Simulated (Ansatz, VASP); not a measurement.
**Al3WO2 in VASP and in Ansatz**

The input INCAR:

```
PREC = Accurate ; ENCUT = 520
EDIFF = 1E-7 ; ISMEAR = 0
SIGMA = 0.1 ; LREAL = F
LASPH = T ; NELM = 150
ALGO = Normal ; ISIF = 2
LWAVE = F ; LCHARG = F
ISPIN = 2 ; MAGMOM = 0 0 0 0 0 0
LORBIT = 11 ; LMAXMIX = 4
GGA = PE ; NBANDS = 30
```

KPOINTS

```
Automatic mesh
0
Gamma
  6 6 2
```

The input POSCAR:

```
Al3WO2
1.0
    3.1902504700      0.0000000000      0.0000000000
   -1.5951252400      2.7628379500      0.0000000000
    0.0000000000      0.0000000000      7.6490918100
Al W O
3 1 2
Direct
    0.3333333300      0.6666666700      0.7200648400
    0.6666666700      0.3333333300      0.2799351600
    0.0000000000      0.0000000000      0.5000000000
    0.0000000000      0.0000000000      0.0000000000
    0.3333333300      0.6666666700      0.3899675800
    0.6666666700      0.3333333300      0.6100324200
```

Input for Ansatz:

```yaml
crystal:
  lattice:
    - [3.19025047, 0.0, 0.0]
    - [-1.59512524, 2.76283795, 0.0]
    - [0.0, 0.0, 7.64909181]
  atoms:
    - { symbol: Al, position: [0.33333333, 0.66666667, 0.72006484] }
    - { symbol: Al, position: [0.66666667, 0.33333333, 0.27993516] }
    - { symbol: Al, position: [0.0, 0.0, 0.5] }
    - { symbol: W, position: [0.0, 0.0, 0.0] }
    - { symbol: O, position: [0.33333333, 0.66666667, 0.38996758] }
    - { symbol: O, position: [0.66666667, 0.33333333, 0.61003242] }
basis:
  ecutwfc: 420
kpoints:
  mp_grid: { grid: [6, 6, 2] }
hamiltonian:
  xc: pbe
scf:
  occupations: { method: gaussian, width: 0.1 }
  lower_state_search: "off"
output:
  forces: true
  stress: true
  eigenvalues: true
  populations: true
magnetization:
  spin_polarized: true
```

Alike in both runs: task single point; functional PBE; k mesh 6 × 6 × 2; occupations gaussian, width 0.1 eV; collinear spin.

|  | VASP | Ansatz |
| --- | --- | --- |
| version | VASP 6.6.1 | Ansatz 0.2.0 |
| potentials or method | VASP PAW PBE potentials, release 64 (Al, W_sv, O), cutoff 520 eV | scalar-relativistic, plane waves, PAW |
| valence electrons in the cell | 35 | 35 |

|  | VASP | Ansatz | Ansatz less VASP |
| --- | --- | --- | --- |
| gap on the k mesh at the Fermi level (eV) | none | none | - |
| pressure (GPa) | 22.9 | 23.0 | +0.07 |
| traceless stress, the component that is largest in VASP (GPa) | 16.54 | 16.51 | -0.037 |
| rms of the force components (eV/Å) | 2.110 | 2.119 | +0.0083 |
| net moment per atom (μB) | 0.00 | 0.00 | 0.000 |

Atom by atom the forces differ by 0.012 eV/Å (rms over components). A gap of «none» marks a metal or a gap that the smearing closes. The functional is the same, so the differences come from potentials, cutoffs and numerics. Ansatz's warnings: no starting moments, stability check not made.

The k mesh is coarse, so the values compare programs but aren't converged. Spin-orbit coupling is off throughout.
